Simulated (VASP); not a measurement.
# Rh (Fm-3m) in VASP: a series of runs

The runs below take Rh through single point, with PBE.

Program: VASP 6.6.1. These are calculated values, not measurements. Logs are shortened: lines on timing, memory, paths and dates and some standing lists are left out, and cuts for length are marked.

**1. The cell of the first run**

Symmetry: Fm-3m, No. 225, cubic system. Conventional cell: a = 3.806 Å, b = 3.806 Å, c = 3.806 Å, α = 90.00°, β = 90.00°, γ = 90.00°. Rh (site symmetry m-3m) has 12 Rh at 2.69 Å within 3.5 Å.

**2. Single point, PBE**

The input, INCAR:

```
PREC = Accurate
ENCUT = 520
EDIFF = 1E-6
ISMEAR = 0
SIGMA = 0.1
LREAL = F
LASPH = T
NELM = 80
ALGO = Normal
ISIF = 2
LWAVE = F
LCHARG = F
GGA = PE
NBANDS = 14
```

The input, KPOINTS:

```
regular mesh
0
Gamma
  8 8 8
```

The input, POSCAR:

```
Rh
1.0
    0.0000000000      1.9029860900      1.9029860900
    1.9029860900      0.0000000000      1.9029860900
    1.9029860900      1.9029860900      0.0000000000
Rh
1
Direct
    0.0000000000      0.0000000000      0.0000000000
```

Potentials or basis: VASP PAW PBE potentials, release 64 (Rh_pv).

Command:

```bash
> cat potpaw_PBE.64/Rh_pv/POTCAR > POTCAR
> mpirun -np 1 vasp_std > vasp.out
```

OUTCAR:

```text
PREC = Accurate
   ENCUT = 520
   EDIFF = 1E-6
   ISMEAR = 0
   LREAL = F
   LASPH = T
   NELM = 80
   ISIF = 2
   GGA = PE

 ion  position               nearest neighbor table
   1  0.000  0.000  0.000-

  LATTYP: Found a face centered cubic cell.
 ALAT       =     3.8059721800

  Lattice vectors:

 A1 = (   0.0000000000,   1.9029860900,   1.9029860900)
 A2 = (   1.9029860900,   0.0000000000,   1.9029860900)
 A3 = (   1.9029860900,   1.9029860900,   0.0000000000)

Analysis of symmetry for initial positions (statically):
=====================================================================
 Subroutine PRICEL returns:
 Original cell was already a primitive cell.

 Routine SETGRP: Setting up the symmetry group for a
 face centered cubic supercell.

 Subroutine GETGRP returns: Found 48 space group operations
 (whereof 48 operations were pure point group operations)
 out of a pool of 48 trial point group operations.

The static configuration has the point symmetry O_h .

Analysis of symmetry for dynamics (positions and initial velocities):
=====================================================================
 Subroutine PRICEL returns:
 Original cell was already a primitive cell.

 Routine SETGRP: Setting up the symmetry group for a
 face centered cubic supercell.

 Subroutine GETGRP returns: Found 48 space group operations
 (whereof 48 operations were pure point group operations)
 out of a pool of 48 trial point group operations.

The dynamic configuration has the point symmetry O_h .

 Subroutine INISYM returns: Found 48 space group operations
 (whereof 48 operations are pure point group operations),
 and found     1 'primitive' translations

----------------------------------------------------------------------------------------

                                     Primitive cell

  volume of cell :      13.7828

  direct lattice vectors                    reciprocal lattice vectors
     0.000000000  1.902986090  1.902986090    -0.262744958  0.262744958  0.262744958
     1.902986090  0.000000000  1.902986090     0.262744958 -0.262744958  0.262744958
     1.902986090  1.902986090  0.000000000     0.262744958  0.262744958 -0.262744958

  length of vectors
     2.691228737  2.691228737  2.691228737     0.455087616  0.455087616  0.455087616

  position of ions in fractional coordinates (direct lattice)
     0.000000000  0.000000000  0.000000000

  ion indices of the primitive-cell ions
   primitive index   ion index
                 1           1

----------------------------------------------------------------------------------------

 KPOINTS: regular mesh

Automatic generation of k-mesh.
 Grid dimensions read from file:
 generate k-points for:    8    8    8

 Generating k-lattice:

  Cartesian coordinates                     Fractional coordinates (reciprocal lattice)
    -0.032843120  0.032843120  0.032843120     0.125000000  0.000000000  0.000000000
     0.032843120 -0.032843120  0.032843120     0.000000000  0.125000000  0.000000000
     0.032843120  0.032843120 -0.032843120     0.000000000  0.000000000  0.125000000

  Length of vectors
     0.056885952  0.056885952  0.056885952

  Shift w.r.t. Gamma in fractional coordinates (k-lattice)
     0.000000000  0.000000000  0.000000000

 Subroutine IBZKPT returns following result:
 ===========================================

 Found     29 irreducible k-points:

 Following reciprocal coordinates:
            Coordinates               Weight
  0.000000  0.000000  0.000000      1.000000
  0.125000  0.000000  0.000000      8.000000
  0.250000  0.000000  0.000000      8.000000
  0.375000  0.000000  0.000000      8.000000
  0.500000  0.000000  0.000000      4.000000
  0.125000  0.125000  0.000000      6.000000
[... 16 lines left out ...]
  0.500000  0.250000  0.125000     48.000000
 -0.375000  0.250000  0.125000     24.000000
 [... further k-points ...]
   k-points           NKPTS =     29   k-points in BZ     NKDIM =     29   number of bands    NBANDS=     14
   number of dos      NEDOS =    301   number of ions     NIONS =      1
   total plane-waves  NPLWV =   8000
   dimension x,y,z NGX =    20 NGY =   20 NGZ =   20
   dimension x,y,z NGXF=    40 NGYF=   40 NGZF=   40
   ions per type =               1
   NGX,Y,Z   is equivalent  to a cutoff of  12.35, 12.35, 12.35 a.u.
   NGXF,Y,Z  is equivalent  to a cutoff of  24.71, 24.71, 24.71 a.u.
 SYSTEM =  unknown system
   PREC   = accura    normal or accurate (medium, high low for compatibility)
   ISTART =      0    job   : 0-new  1-cont  2-samecut
   ICHARG =      2    charge: 1-file 2-atom 10-const
   ISPIN  =      1    spin polarized calculation?
   LNONCOLLINEAR =      F non collinear calculations
   LSORBIT =      F    spin-orbit coupling
   LASPH  =      T    aspherical Exc in radial PAW
   ENCUT  =  520.0 eV  38.22 Ry    6.18 a.u.   5.00  5.00  5.00*2*pi/ulx,y,z
   NELM   =     80;   NELMIN=  2; NELMDL= -5     # of ELM steps
   EDIFF  = 0.1E-05   stopping-criterion for ELM
   LREAL  =      F    real-space projection
   EDIFFG = 0.1E-04   stopping-criterion for IOM
   NSW    =      0    number of steps for IOM
   IBRION =     -1    ionic relax: 0-MD 1-quasi-New 2-CG
   NFREE  =      0    steps in history (QN), initial steepest desc. (CG)
   ISIF   =      2    stress and relaxation
   ISYM   =      2    0-nonsym 1-usesym 2-fastsym
   POTIM  = 0.5000    time-step for ionic-motion
   TEBEG  =    0.0;   TEEND  =   0.0 temperature during run
   PSTRESS=    0.0 pullay stress
   NELECT =      15.0000    total number of electrons
   NUPDOWN=      -1.0000    fix difference up-down
   EMIN   =  10.00;   EMAX   =-10.00  energy-range for DOS
   EFERMI =   0.00;   METHOD = LEGACY
   ISMEAR =     0;   SIGMA  =   0.10  broadening in eV -4-tet -1-fermi 0-gaus
   EFERMI_NEDOS =   21; number of points for ismear=-14 and -15
   IALGO  =     38    algorithm
   IMIX   =      4    mixing-type and parameters
     AMIX     =   0.40;   BMIX     =  1.00
     AMIX_MAG =   1.60;   BMIX_MAG =  1.00
  volume/ion in A,a.u.               =      13.78        93.01
  Fermi-wavevector in a.u.,A,eV,Ry     =   1.683939  3.182183 38.581359  2.835650
  Thomas-Fermi vector in A             =   2.767050
   LORBIT       =      0    0 simple, 1 ext, 2 COOP (PROOUT), +10 PAW based schemes
   GGA     = PE    functional components
   LHFCALC =     F    Hartree Fock is set to
   AEXX    =    0.0000 exact exchange contribution
   IVDW    =     0    specifies the selected vdW correction
   LEPSILON=     F    determine dielectric tensor
   LRPA    =     F    only Hartree local field effects (RPA)
 non-spin polarized calculation
 Gauss-broadening in eV      SIGMA  =   0.10
  energy-cutoff  :      520.00
  volume of cell :       13.78
 maximum number of plane-waves:       388
   NGX =  9   NGY =  9   NGZ =  9

 number of electron      15.0000007 magnetization

 Free energy of the ion-electron system (eV)
  ---------------------------------------------------
  ext. energy  EPLUGINS =         0.00000000
  ---------------------------------------------------
  free energy    TOTEN  =        -7.22662693 eV

  energy without entropy =       -7.21692682  energy(sigma->0) =       -7.22177687

 E-fermi :  11.8924     XC(G=0): -14.0107

 val. band max:       11.8670728876   @ k =  -0.3750   0.2500   0.0000
 cond. band min:      11.9577043190   @ k =   0.3750   0.0000   0.0000
 fundamental gap:      0.0906314313
 Fermi energy:        11.8923627632

 k-point     1 :       0.0000    0.0000    0.0000
  band No.  band energies     occupation
      1     -34.4826      2.00000
      2     -34.4826      2.00000
      3     -34.4826      2.00000
      4       3.9184      2.00000
      5       8.8102      2.00000
      6       8.8102      2.00000
      7       8.8102      2.00000
      8      10.8977      2.00000
      9      10.8977      2.00000
     10      27.8467      0.00000
     11      32.4657      0.00000
     12      33.3062      0.00000
     13      33.3062      0.00000
     14      33.3062      0.00000

 k-point     2 :       0.1250    0.0000    0.0000
  band No.  band energies     occupation
      1     -34.5924      2.00000
      2     -34.4975      2.00000
      3     -34.4975      2.00000
      4       4.5201      2.00000
      5       8.5766      2.00000
      6       9.0244      2.00000
      7       9.0244      2.00000
      8      10.7984      2.00000
      9      10.7984      2.00000
     10      28.6570      0.00000
     11      30.7477      0.00000
     12      32.4662      0.00000
     13      34.1941      0.00000
     14      34.1941      0.00000

 k-point     3 :       0.2500    0.0000    0.0000
  band No.  band energies     occupation
      1     -34.8525      2.00000
      2     -34.5332      2.00000
      3     -34.5332      2.00000
      4       5.7089      2.00000
      5       8.6802      2.00000
      6       9.1717      2.00000
      7       9.1717      2.00000
      8      11.0582      2.00000
      9      11.0582      2.00000
     10      26.9545      0.00000
     11      29.4178      0.00000
     12      32.4659      0.00000
     13      36.2591      0.00000
     14      36.2591      0.00000
[... 324 lines left out ...]
 k-point    23 :       0.5000    0.2500    0.1250
  band No.  band energies     occupation
      1     -35.0522      2.00000
      2     -34.7487      2.00000
      3     -34.6214      2.00000
      4       6.9599      2.00000
      5       7.9885      2.00000
      6       8.5173      2.00000
      7      10.1695      2.00000
      8      11.7536      1.95026
      9      15.0039      0.00000
     10      23.4825      0.00000
     11      27.7256      0.00000
     12      29.5909      0.00000
     13      32.4670      0.00000
     14      34.2471      0.00000

 k-point    24 :      -0.3750    0.2500    0.1250
  band No.  band energies     occupation
      1     -35.1109      2.00000
      2     -34.7740      2.00000
      3     -34.6444      2.00000
      4       6.8901      2.00000
      5       7.7480      2.00000
      6       9.2251      2.00000
      7       9.8825      2.00000
      8      12.2569      0.00000
      9      17.2814      0.00000
     10      20.2915      0.00000
     11      27.9206      0.00000
     12      28.6777      0.00000
     13      32.4672      0.00000
     14      33.0333      0.00000

 [... further k-points ...]

------------------------ aborting loop because EDIFF is reached ----------------------------------------

  FORCE on cell =-STRESS in cart. coord.  units (eV):
  Direction    XX          YY          ZZ          XY          YZ          ZX
  --------------------------------------------------------------------------------------
  -------------------------------------------------------------------------------------
  Total        0.5144586      0.5144586      0.5144586      0.0000000      0.0000000      0.0000000
  in kB       59.8031656     59.8031656     59.8031656      0.0000000      0.0000000      0.0000000
  external PRESSURE =      59.8031656 kB  Pullay stress =       0.0000000 kB

 VOLUME and BASIS-vectors are now :
 -----------------------------------------------------------------------------
  energy-cutoff  :      520.00
  volume of cell :       13.78
      direct lattice vectors                 reciprocal lattice vectors
     0.000000000  1.902986090  1.902986090    -0.262744958  0.262744958  0.262744958
     1.902986090  0.000000000  1.902986090     0.262744958 -0.262744958  0.262744958
     1.902986090  1.902986090  0.000000000     0.262744958  0.262744958 -0.262744958

 POSITION                                       TOTAL-FORCE (eV/Angst)
 -----------------------------------------------------------------------------------
      0.00000      0.00000      0.00000         0.000000      0.000000      0.000000
 -----------------------------------------------------------------------------------
    total drift:                               -0.000000     -0.000000     -0.000000

  FREE ENERGIE OF THE ION-ELECTRON SYSTEM (eV)
  ---------------------------------------------------
  free  energy   TOTEN  =        -7.2266269263 eV

  energy  without entropy=       -7.2169268167  energy(sigma->0) =       -7.22177687
```

Run time: 12 s. Hardware: 1 thread of AMD EPYC 7R13, shared host; peak memory 0.09 GiB.

Results:

```yaml
Free_energy: -7.2266 eV
Pressure: 6.0 GPa
```

**3. Single point, PBE**

This run uses another cell than the first one, of 14.04 Å³/atom, 1.019 times its volume.

The input, INCAR:

```
SYSTEM = Rh
ALGO = Normal
EDIFF = 1E-7
ENCUT = 520
GGA = PE
ISIF = 2
ISMEAR = 0
LASPH = .TRUE.
LCHARG = .FALSE.
LREAL = .FALSE.
LWAVE = .FALSE.
NBANDS = 14
NELM = 100
PREC = Accurate
SIGMA = 0.1
```

The input, KPOINTS:

```
k-points
0
G
  18 18 18
  0 0 0
```

The input, POSCAR:

```
Rh
1.0
    0.0000000000      1.9149689496      1.9149689496
    1.9149689496      0.0000000000      1.9149689496
    1.9149689496      1.9149689496      0.0000000000
Rh
1
Direct
    0.0000000000      0.0000000000      0.0000000000
```

Potentials or basis: VASP PAW PBE potentials, release 64 (Rh_pv).

Command:

```bash
> cat potpaw_PBE.64/Rh_pv/POTCAR > POTCAR
> mpirun -np 1 vasp_std > vasp.out
```

Wall time 66 s (1 thread of AMD EPYC 7R13, shared host); peak memory 0.12 GiB.

The run converged. Its results:

```
Free energy : -7.2617 eV
Pressure    : 0.0 GPa
```

Levels at points of the mesh, in eV from the Fermi level:
```csv
k point,band 4,band 5,band 6,band 7,band 8,band 9,band 10,band 11
"(0.00, 0.00, 0.00)",-7.80,-2.98,-2.98,-2.98,-0.97,-0.97,16.01,20.58
"(0.50, 0.00, 0.00)",-5.95,-3.06,-3.06,0.54,0.54,0.76,8.42,15.50
"(0.50, 0.50, 0.00)",-6.12,-5.76,0.51,0.94,0.94,3.24,12.00,13.20
```
